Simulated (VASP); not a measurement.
# Hg (Pm-3m) in VASP: a series of runs

Runs on Hg. Level: PBE. Tasks: single point.

All numbers are computed with VASP 6.6.1; they aren't measurements. Logs are shortened: lines on timing, memory, paths and dates and some standing lists are left out, and cuts for length are marked.

**1. The cell of the first run**

Symmetry: Pm-3m, No. 221, cubic system. Conventional cell: a = 2.854 Å, b = 2.854 Å, c = 2.854 Å, α = 90.00°, β = 90.00°, γ = 90.00°. Hg (site symmetry m-3m) has 6 Hg at 2.85 Å within 3.8 Å.

**2. Single point, PBE (23.25 Å³/atom)**

File INCAR:

```
ALGO = Normal
EDIFF = 1E-7
ENCUT = 520
GGA = PE
ISIF = 2
ISMEAR = -1
LASPH = True
LCHARG = False
LREAL = False
LWAVE = False
NBANDS = 12
NELM = 80
PREC = Accurate
SIGMA = 0.08
```

File KPOINTS:

```
k-points
0
Gamma
  12 12 12
```

File POSCAR:

```
Hg
1.0
    2.8541628078      0.0000000000      0.0000000000
    0.0000000000      2.8541628078      0.0000000000
    0.0000000000      0.0000000000      2.8541628078
Hg
1
Direct
    0.0000000000      0.0000000000      0.0000000000
```

Potentials or basis: VASP PAW PBE potentials, release 64 (Hg).

Launch:

```bash
$ cat potpaw_PBE.64/Hg/POTCAR > POTCAR
$ mpirun -np 1 vasp_std > vasp.out
```

OUTCAR:

```text
EDIFF = 1E-7
   ENCUT = 520
   GGA = PE
   ISIF = 2
   ISMEAR = -1
   LASPH = True
   LREAL = False
   NELM = 80
   PREC = Accurate

 ion  position               nearest neighbor table
   1  0.000  0.000  0.000-

  LATTYP: Found a simple cubic cell.
 ALAT       =     2.8541628078

  Lattice vectors:

 A1 = (   2.8541628078,   0.0000000000,   0.0000000000)
 A2 = (   0.0000000000,   2.8541628078,   0.0000000000)
 A3 = (   0.0000000000,   0.0000000000,   2.8541628078)

Analysis of symmetry for initial positions (statically):
=====================================================================
 Subroutine PRICEL returns:
 Original cell was already a primitive cell.

 Routine SETGRP: Setting up the symmetry group for a
 simple cubic supercell.

 Subroutine GETGRP returns: Found 48 space group operations
 (whereof 48 operations were pure point group operations)
 out of a pool of 48 trial point group operations.

The static configuration has the point symmetry O_h .

Analysis of symmetry for dynamics (positions and initial velocities):
=====================================================================
 Subroutine PRICEL returns:
 Original cell was already a primitive cell.

 Routine SETGRP: Setting up the symmetry group for a
 simple cubic supercell.

 Subroutine GETGRP returns: Found 48 space group operations
 (whereof 48 operations were pure point group operations)
 out of a pool of 48 trial point group operations.

The dynamic configuration has the point symmetry O_h .

 Subroutine INISYM returns: Found 48 space group operations
 (whereof 48 operations are pure point group operations),
 and found     1 'primitive' translations

----------------------------------------------------------------------------------------

                                     Primitive cell

  volume of cell :      23.2507

  direct lattice vectors                    reciprocal lattice vectors
     2.854162808  0.000000000  0.000000000     0.350365437  0.000000000  0.000000000
     0.000000000  2.854162808  0.000000000     0.000000000  0.350365437  0.000000000
     0.000000000  0.000000000  2.854162808     0.000000000  0.000000000  0.350365437

  length of vectors
     2.854162808  2.854162808  2.854162808     0.350365437  0.350365437  0.350365437

  position of ions in fractional coordinates (direct lattice)
     0.000000000  0.000000000  0.000000000

  ion indices of the primitive-cell ions
   primitive index   ion index
                 1           1

----------------------------------------------------------------------------------------

 KPOINTS: k-points

Automatic generation of k-mesh.
 Grid dimensions read from file:
 generate k-points for:   12   12   12

 Generating k-lattice:

  Cartesian coordinates                     Fractional coordinates (reciprocal lattice)
     0.029197120  0.000000000  0.000000000     0.083333333  0.000000000  0.000000000
     0.000000000  0.029197120  0.000000000     0.000000000  0.083333333  0.000000000
     0.000000000  0.000000000  0.029197120     0.000000000  0.000000000  0.083333333

  Length of vectors
     0.029197120  0.029197120  0.029197120

  Shift w.r.t. Gamma in fractional coordinates (k-lattice)
     0.000000000  0.000000000  0.000000000

 Subroutine IBZKPT returns following result:
 ===========================================

 Found     84 irreducible k-points:

 Following reciprocal coordinates:
            Coordinates               Weight
  0.000000  0.000000  0.000000      1.000000
  0.083333  0.000000  0.000000      6.000000
  0.166667  0.000000  0.000000      6.000000
  0.250000  0.000000  0.000000      6.000000
  0.333333  0.000000  0.000000      6.000000
  0.416667  0.000000  0.000000      6.000000
[... 16 lines left out ...]
  0.333333  0.333333  0.000000     12.000000
  0.416667  0.333333  0.000000     24.000000
 [... further k-points ...]
   k-points           NKPTS =     84   k-points in BZ     NKDIM =     84   number of bands    NBANDS=     12
   number of dos      NEDOS =    301   number of ions     NIONS =      1
   total plane-waves  NPLWV =  13824
   dimension x,y,z NGX =    24 NGY =   24 NGZ =   24
   dimension x,y,z NGXF=    48 NGYF=   48 NGZF=   48
   ions per type =               1
   NGX,Y,Z   is equivalent  to a cutoff of  13.98, 13.98, 13.98 a.u.
   NGXF,Y,Z  is equivalent  to a cutoff of  27.96, 27.96, 27.96 a.u.
 SYSTEM =  unknown system
   PREC   = accura    normal or accurate (medium, high low for compatibility)
   ISTART =      0    job   : 0-new  1-cont  2-samecut
   ICHARG =      2    charge: 1-file 2-atom 10-const
   ISPIN  =      1    spin polarized calculation?
   LNONCOLLINEAR =      F non collinear calculations
   LSORBIT =      F    spin-orbit coupling
   LASPH  =      T    aspherical Exc in radial PAW
   ENCUT  =  520.0 eV  38.22 Ry    6.18 a.u.   5.31  5.31  5.31*2*pi/ulx,y,z
   NELM   =     80;   NELMIN=  2; NELMDL= -5     # of ELM steps
   EDIFF  = 0.1E-06   stopping-criterion for ELM
   LREAL  =      F    real-space projection
   EDIFFG = 0.1E-05   stopping-criterion for IOM
   NSW    =      0    number of steps for IOM
   IBRION =     -1    ionic relax: 0-MD 1-quasi-New 2-CG
   NFREE  =      0    steps in history (QN), initial steepest desc. (CG)
   ISIF   =      2    stress and relaxation
   ISYM   =      2    0-nonsym 1-usesym 2-fastsym
   POTIM  = 0.5000    time-step for ionic-motion
   TEBEG  =    0.0;   TEEND  =   0.0 temperature during run
   PSTRESS=    0.0 pullay stress
   NELECT =      12.0000    total number of electrons
   NUPDOWN=      -1.0000    fix difference up-down
   EMIN   =  10.00;   EMAX   =-10.00  energy-range for DOS
   EFERMI =   0.00;   METHOD = LEGACY
   ISMEAR =    -1;   SIGMA  =   0.08  broadening in eV -4-tet -1-fermi 0-gaus
   EFERMI_NEDOS =   21; number of points for ismear=-14 and -15
   IALGO  =     38    algorithm
   IMIX   =      4    mixing-type and parameters
     AMIX     =   0.40;   BMIX     =  1.00
     AMIX_MAG =   1.60;   BMIX_MAG =  1.00
  volume/ion in A,a.u.               =      23.25       156.90
  Fermi-wavevector in a.u.,A,eV,Ry     =   1.313177  2.481544 23.462336  1.724433
  Thomas-Fermi vector in A             =   2.443518
   LORBIT       =      0    0 simple, 1 ext, 2 COOP (PROOUT), +10 PAW based schemes
   GGA     = PE    functional components
[... 43 lines left out ...]

 k-point     2 :       0.0833    0.0000    0.0000
  band No.  band energies     occupation
      1      -6.3231      2.00000
      2      -5.7611      2.00000
      3      -5.6681      2.00000
      4      -3.0566      2.00000
      5      -3.0566      2.00000
      6      -2.9856      2.00000
      7      12.4431      0.00000
      8      14.0968      0.00000
      9      14.0968      0.00000
     10      18.4451      0.00000
     11      19.6726      0.00000
     12      20.8983      0.00000

 k-point     3 :       0.1667    0.0000    0.0000
  band No.  band energies     occupation
      1      -6.0335      2.00000
      2      -5.7173      2.00000
      3      -5.2256      2.00000
      4      -3.2310      2.00000
      5      -3.2310      2.00000
      6      -2.9707      2.00000
      7       9.9771      0.00000
      8      14.7203      0.00000
      9      14.7203      0.00000
     10      18.7556      0.00000
     11      19.3173      0.00000
     12      23.6913      0.00000

 k-point     4 :       0.2500    0.0000    0.0000
  band No.  band energies     occupation
      1      -5.7883      2.00000
      2      -5.6568      2.00000
      3      -4.3046      2.00000
      4      -3.4592      2.00000
      5      -3.4592      2.00000
      6      -2.9503      2.00000
      7       7.4499      0.00000
      8      15.6648      0.00000
      9      15.6648      0.00000
     10      18.8314      0.00000
     11      18.9256      0.00000
     12      26.6183      0.00000

 k-point     5 :       0.3333    0.0000    0.0000
  band No.  band energies     occupation
      1      -5.5953      2.00000
      2      -5.5938      2.00000
      3      -3.6769      2.00000
      4      -3.6769      2.00000
      5      -2.9749      2.00000
      6      -2.9298      2.00000
      7       5.0172      0.00000
      8      16.7977      0.00000
      9      16.7977      0.00000
     10      18.3512      0.00000
     11      19.0529      0.00000
     12      25.3804      0.00000

 k-point     6 :       0.4167    0.0000    0.0000
  band No.  band energies     occupation
      1      -5.5497      2.00000
      2      -5.4585      2.00000
      3      -3.8303      2.00000
      4      -3.8303      2.00000
      5      -2.9147      2.00000
      6      -1.3208      2.00000
      7       2.7224      1.97946
      8      17.8845      0.00000
      9      17.8845      0.00000
     10      18.0060      0.00000
     11      19.1287      0.00000
     12      24.0781      0.00000

 k-point     7 :       0.5000    0.0000    0.0000
  band No.  band energies     occupation
      1      -5.5328      2.00000
      2      -5.4091      2.00000
      3      -3.8852      2.00000
      4      -3.8852      2.00000
      5      -2.9092      2.00000
      6       0.5487      2.00000
      7       0.6432      2.00000
      8      17.8812      0.00000
      9      18.4049      0.00000
     10      18.4049      0.00000
     11      19.1515      0.00000
     12      23.4497      0.00000

 k-point     8 :       0.0833    0.0833    0.0000
  band No.  band energies     occupation
      1      -6.1774      2.00000
      2      -5.6902      2.00000
      3      -5.6205      2.00000
      4      -3.1228      2.00000
      5      -3.0583      2.00000
      6      -3.0432      2.00000
      7      12.4747      0.00000
      8      12.8154      0.00000
      9      14.3155      0.00000
     10      18.9899      0.00000
     11      20.5556      0.00000
     12      21.0126      0.00000
[... 166 lines left out ...]
 k-point    20 :       0.3333    0.2500    0.0000
  band No.  band energies     occupation
      1      -5.4292      2.00000
      2      -4.6430      2.00000
      3      -4.1103      2.00000
      4      -3.6126      2.00000
      5      -3.3682      2.00000
      6      -1.9551      2.00000
      7       6.3252      0.00000
      8       9.9508      0.00000
      9      16.7210      0.00000
     10      18.7312      0.00000
     11      19.7273      0.00000
     12      24.0357      0.00000

 k-point    21 :       0.4167    0.2500    0.0000
  band No.  band energies     occupation
      1      -5.3620      2.00000
      2      -4.7854      2.00000
      3      -3.9769      2.00000
      4      -3.7595      2.00000
      5      -3.3481      2.00000
      6      -0.3562      2.00000
      7       4.0116      0.00002
      8      11.0428      0.00000
      9      15.0265      0.00000
     10      19.6727      0.00000
     11      19.9893      0.00000
     12      23.5784      0.00000

 k-point    22 :       0.5000    0.2500    0.0000
  band No.  band energies     occupation
      1      -5.3374      2.00000
      2      -4.8385      2.00000
      3      -3.9366      2.00000
      4      -3.8124      2.00000
      5      -3.3404      2.00000
      6       1.0642      2.00000
      7       2.3624      1.99977
      8      11.7441      0.00000
      9      14.1119      0.00000
     10      19.6376      0.00000
     11      20.7171      0.00000
     12      23.4603      0.00000

 k-point    23 :       0.3333    0.3333    0.0000
  band No.  band energies     occupation
      1      -5.3447      2.00000
      2      -4.9272      2.00000
      3      -3.5962      2.00000
      4      -3.5577      2.00000
      5      -3.5111      2.00000
      6      -1.0223      2.00000
      7       6.5552      0.00000
      8       8.1637      0.00000
      9      14.8486      0.00000
     10      19.9840      0.00000
     11      20.1329      0.00000
     12      23.1944      0.00000

 k-point    24 :       0.4167    0.3333    0.0000
  band No.  band energies     occupation
      1      -5.2818      2.00000
      2      -5.1287      2.00000
      3      -3.7238      2.00000
      4      -3.5516      2.00000
      5      -3.1763      2.00000
      6       0.4109      2.00000
      7       4.7590      0.00000
      8       8.6168      0.00000
      9      13.2592      0.00000
     10      20.4109      0.00000
     11      21.3217      0.00000
     12      22.7131      0.00000

 [... further k-points ...]
[... 5 lines left out ...]
  --------------------------------------------------------------------------------------
  -------------------------------------------------------------------------------------
  Total        1.6713804      1.6713804      1.6713804     -0.0000000     -0.0000000     -0.0000000
  in kB      115.1727316    115.1727316    115.1727316     -0.0000000     -0.0000000     -0.0000000
  external PRESSURE =     115.1727316 kB  Pullay stress =       0.0000000 kB

 VOLUME and BASIS-vectors are now :
 -----------------------------------------------------------------------------
  energy-cutoff  :      520.00
  volume of cell :       23.25
      direct lattice vectors                 reciprocal lattice vectors
     2.854162808  0.000000000  0.000000000     0.350365437  0.000000000  0.000000000
     0.000000000  2.854162808  0.000000000     0.000000000  0.350365437  0.000000000
     0.000000000  0.000000000  2.854162808     0.000000000  0.000000000  0.350365437

 POSITION                                       TOTAL-FORCE (eV/Angst)
 -----------------------------------------------------------------------------------
      0.00000      0.00000      0.00000         0.000000      0.000000      0.000000
 -----------------------------------------------------------------------------------
    total drift:                                0.000000     -0.000000      0.000000

  FREE ENERGIE OF THE ION-ELECTRON SYSTEM (eV)
  ---------------------------------------------------
  free  energy   TOTEN  =         0.0048627181 eV

  energy  without entropy=        0.0110785532  energy(sigma->0) =        0.00797064
```

It used 19 s of CPU time on 1 thread of Intel Xeon 8259CL, with other jobs on the host.

What came out:

- Free energy: 0.0049 eV
- Pressure: 11.5 GPa
- Band gap on the k mesh: zero (bands 6 and 7 overlap by 7.56 eV)

Caveat: the cell stands under pressure; spin-orbit coupling is left out, which moves the levels of the heavy elements.

**3. Single point, PBE (26.23 Å³/atom)**

This run uses another cell than the first one, of 26.23 Å³/atom.

File INCAR:

```
SYSTEM = Hg
PREC = Accurate
ENCUT = 520
EDIFF = 1E-6
ISMEAR = -1
SIGMA = 0.08
LREAL = .False.
LASPH = .True.
NELM = 80
ALGO = Normal
ISIF = 2
LWAVE = .False.
LCHARG = .True.
GGA = PE
LELF = .True.
LVHAR = .True.
NBANDS = 12
```

File KPOINTS:

```
Automatic mesh
0
Gamma
  12 12 12
  0 0 0
```

File POSCAR:

```
Hg
1.0
    2.9712653094      0.0000000000      0.0000000000
    0.0000000000      2.9712653094      0.0000000000
    0.0000000000      0.0000000000      2.9712653094
Hg
1
Direct
    0.0000000000      0.0000000000      0.0000000000
```

Potentials or basis: VASP PAW PBE potentials, release 64 (Hg).

Launch:

```bash
$ cat potpaw_PBE.64/Hg/POTCAR > POTCAR
$ mpirun -np 1 vasp_std > vasp.out
```

Wall time 30 s (1 thread of Intel Xeon 8259CL, shared host); peak memory 0.15 GiB.

It converged, with:

```
Free energy            : -0.1284 eV
Pressure               : 3.7 GPa
Band gap on the k mesh : zero (bands 6 and 7 overlap by 6.67 eV)
```

Levels at points of the mesh, in eV from the Fermi level:
| k point | band 3 | band 4 | band 5 | band 6 | band 7 | band 8 | band 9 | band 10 |
| --- | --- | --- | --- | --- | --- | --- | --- | --- |
| (0.00, 0.00, 0.00) | -8.16 | -5.95 | -5.95 | -5.95 | 10.18 | 10.18 | 10.18 | 13.74 |
| (0.50, 0.00, 0.00) | -6.65 | -6.65 | -5.89 | -2.73 | -1.84 | 14.14 | 14.14 | 14.47 |
| (0.50, 0.50, 0.00) | -6.54 | -6.54 | -5.32 | 0.84 | 1.45 | 1.45 | 7.43 | 17.88 |
| (0.50, 0.50, 0.50) | -7.63 | -5.27 | -5.27 | 4.83 | 4.83 | 4.83 | 4.99 | 8.70 |

Caveat: the cell stands under pressure; spin-orbit coupling is left out, which moves the levels of the heavy elements.

**4. Single point, PBE (26.23 Å³/atom)**

This run uses another cell than the first one, of 26.23 Å³/atom.

File INCAR:

```
  ALGO = Normal
  EDIFF = 1E-6
  ENCUT = 520
  GGA = PE
  ISIF = 2
  ISMEAR = -1
  LASPH = T
  LCHARG = F
  LREAL = F
  LWAVE = F
  NBANDS = 12
  NELM = 100
  PREC = Accurate
  SIGMA = 0.08
```

File KPOINTS:

```
k-points
0
Gamma
  12 12 12
```

POSCAR is that of step 3.

Launch:

```bash
$ cat potpaw_PBE.64/Hg/POTCAR > POTCAR
$ mpirun -np 1 vasp_std > vasp.out
```

Run time: 20 s. Hardware: 1 thread of Intel Xeon 8259CL, shared host; peak memory 0.15 GiB.

The run converged. Its results:

```yaml
Free_energy: -0.1284 eV
Pressure: 3.7 GPa
Band_gap_on_the_k_mesh: zero (bands 6 and 7 overlap by 6.67 eV)
```

Levels at points of the mesh, in eV from the Fermi level:
```tsv
k point	band 3	band 4	band 5	band 6	band 7	band 8	band 9	band 10
(0.00, 0.00, 0.00)	-8.16	-5.95	-5.95	-5.95	10.18	10.18	10.18	13.74
(0.50, 0.00, 0.00)	-6.65	-6.65	-5.89	-2.73	-1.84	14.14	14.14	14.47
(0.50, 0.50, 0.00)	-6.54	-6.54	-5.32	0.84	1.45	1.45	7.43	17.88
(0.50, 0.50, 0.50)	-7.63	-5.27	-5.27	4.83	4.83	4.83	4.99	8.70
```

Caveat: the cell stands under pressure; spin-orbit coupling is left out, which moves the levels of the heavy elements.

**5. Single point, PBE**

This run uses another cell than the first one, of 29.81 Å³/atom.

File INCAR:

```
SYSTEM = Hg
ALGO     = Normal         ! electronic algorithm
EDIFF    = 1E-6           ! SCF threshold, eV
ENCUT    = 520            ! plane-wave cutoff, eV
GGA      = PE             ! functional
ISIF     = 2              ! what is computed and relaxed
ISMEAR   = -1             ! smearing method
LASPH    = .TRUE.         ! aspherical terms in the spheres
LCHARG   = .FALSE.        ! write CHGCAR
LREAL    = .FALSE.        ! projectors in reciprocal space
LWAVE    = .FALSE.        ! write WAVECAR
NBANDS   = 12             ! bands
NELM     = 60             ! most SCF steps
PREC     = Accurate       ! precision mode
SIGMA    = 0.08           ! smearing width, eV
```

File KPOINTS:

```
k-points
0
G
  12 12 12
  0 0 0
```

File POSCAR:

```
Hg
1.0
    3.1006104641      0.0000000000      0.0000000000
    0.0000000000      3.1006104641      0.0000000000
    0.0000000000      0.0000000000      3.1006104641
Hg
1
Direct
    0.0000000000      0.0000000000      0.0000000000
```

Launch:

```bash
$ cat potpaw_PBE.64/Hg/POTCAR > POTCAR
$ mpirun -np 1 vasp_std > vasp.out
```

Wall time 22 s (1 thread of Intel Xeon 8259CL, shared host); peak memory 0.16 GiB.

It converged, with:

| Property | Result |
| --- | --- |
| Free energy | -0.1651 eV |
| Pressure | 0.1 GPa |
| Band gap on the k mesh | zero (bands 6 and 7 overlap by 4.97 eV) |

Levels at points of the mesh, in eV from the Fermi level:
| k point | band 2 | band 3 | band 4 | band 5 | band 6 | band 7 | band 8 | band 9 | band 10 | band 11 |
| --- | --- | --- | --- | --- | --- | --- | --- | --- | --- | --- |
| (0.00, 0.00, 0.00) | -7.63 | -7.63 | -5.91 | -5.91 | -5.91 | 9.48 | 9.48 | 9.48 | 12.60 | 14.41 |
| (0.50, 0.00, 0.00) | -7.27 | -6.44 | -6.44 | -5.86 | -2.96 | -1.34 | 12.89 | 12.89 | 14.01 | 14.52 |
| (0.50, 0.50, 0.00) | -7.23 | -6.36 | -6.36 | -5.41 | 0.15 | 1.56 | 1.56 | 7.03 | 16.98 | 16.98 |
| (0.50, 0.50, 0.50) | -7.18 | -7.18 | -5.37 | -5.37 | 3.63 | 4.49 | 4.49 | 4.49 | 8.68 | 10.60 |

Caveat: spin-orbit coupling is left out, which moves the levels of the heavy elements.

**6. The runs side by side**

| cell | gap on the mesh (eV) | pressure (GPa) |
| --- | --- | --- |
| a = 2.854 Å, 1 atom | none | 11.5 |
| a = 2.971 Å, 1 atom | none | 3.7 |
| a = 3.101 Å, 1 atom | none | 0.1 |

Alike in all rows: task single point; level PBE; potentials or basis VASP PAW PBE potentials, release 64 (Hg); no spin polarisation; k mesh 12 × 12 × 12; cutoff (eV) 520; smearing fermi-dirac 0.08 eV.

Caveats: spin-orbit coupling is left out, which moves the levels of the heavy elements; the cell stands under pressure (at least some runs).

Total energies depend on the potentials used, so only differences within one code and one set of settings carry meaning.
